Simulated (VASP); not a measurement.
Set up this calculation in VASP 6.6.1, as the native input.

| Item | Value |
| --- | --- |
| Task | single point |
| Functional | PBE |
| Potentials or basis | VASP PAW PBE potentials, release 64 (Ge_d) |
| Cutoff | 520 eV |
| k mesh | 16 × 16 × 16 |
| Occupations | gaussian, width 0.1 eV |
| Spin | no spin polarisation |
| Dipole correction | no |
| Further INCAR settings | ALGO = Fast; EDIFF = 1e-07; NBANDS = 21 |

The structure of Ge lies in POSCAR:

```
Ge
1.0
   -2.5793812495      2.5793812495      1.3791065376
    2.5793812495     -2.5793812495      1.3791065376
    2.5793812495      2.5793812495     -1.3791065376
Ge
2
Direct
    0.2500000000      0.7500000000      0.5000000000
    0.5000000000      0.5000000000      0.0000000000
```

This cell differs from its parent crystal: strained.

The input as run:

INCAR

```
SYSTEM = Ge
PREC = Accurate ; ENCUT = 520
EDIFF = 1E-7 ; ISMEAR = 0
SIGMA = 0.1 ; LREAL = .FALSE.
LASPH = .TRUE. ; NELM = 60
ALGO = Fast ; ISIF = 2
LWAVE = .FALSE. ; LCHARG = .TRUE.
GGA = PE ; LELF = .TRUE.
LVHAR = .TRUE. ; NBANDS = 21
```

KPOINTS

```
regular mesh
0
G
  16 16 16
  0 0 0
```

Potentials or basis: VASP PAW PBE potentials, release 64 (Ge_d).

Launch:

```sh
$ cat potpaw_PBE.64/Ge_d/POTCAR > POTCAR
$ mpirun -np 1 vasp_std > vasp.out
```

It gave:

```yaml
Pressure: 4.1 GPa
Band_gap_on_the_k_mesh: zero (band 14 reaches 8.81 eV, above the bottom of band 15 at 3.59 eV)
```

Caveat: the cell differs from its parent crystal (strained).

Run time: 6.5 min on 1 thread of Intel(R) Xeon(R) Platinum 8375C CPU @ 2.90GHz (Ice Lake) (shared host), peak memory 0.33 GiB.
